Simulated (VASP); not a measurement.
# Se: single point with PBE

Crystal: Se.

```
Se
1.0
     4.52790    0.00000    0.00000
    -2.26395    3.92127    0.00000
     0.00000    0.00000    5.04309
Se
3
Direct
  0.21848 0.00000 0.33333
  0.00000 0.21848 0.66667
  0.78152 0.78152 0.00000
```

```json
{"Program": "VASP 6.6.1", "Task": "single point", "Functional": "PBE", "Potentials or basis": "VASP PAW PBE potentials, release 64 (Se)", "Cutoff": "520 eV", "k mesh": "12 × 12 × 8", "Occupations": "gaussian, width 0.02 eV", "Spin": "no spin polarisation"}
```

```yaml
Pressure: 0.1 GPa
Largest_force: 0.027 eV/Å
Band_gap_on_the_k_mesh: 1.02 eV (least direct gap 1.25 eV)
```

Forces in eV/Å, atoms in the order of the input:
```
Se   0.027  0.000  0.000
Se  -0.014  0.024  0.000
Se  -0.014 -0.024  0.000
```

Levels at points of the mesh, in eV from the valence-band top:
```csv
k point,band 6,band 7,band 8,band 9,band 10,band 11,band 12,band 13
"(0.00, 0.00, 0.00)",-3.42,-1.85,-1.85,-0.31,1.94,1.94,2.31,5.88
"(0.50, 0.00, 0.00)",-3.08,-2.58,-1.70,-0.86,2.01,2.43,3.84,5.67
"(0.00, 0.00, 0.50)",-3.23,-1.32,-1.32,-0.95,1.35,1.39,1.39,6.51
"(0.50, 0.00, 0.50)",-3.95,-1.57,-1.12,0.00,1.55,2.64,2.94,6.34
```

Wall time 3.7 min on 1 thread of Intel Xeon 8259CL (shared host), peak memory 0.31 GiB.

A k mesh can miss the band edges.
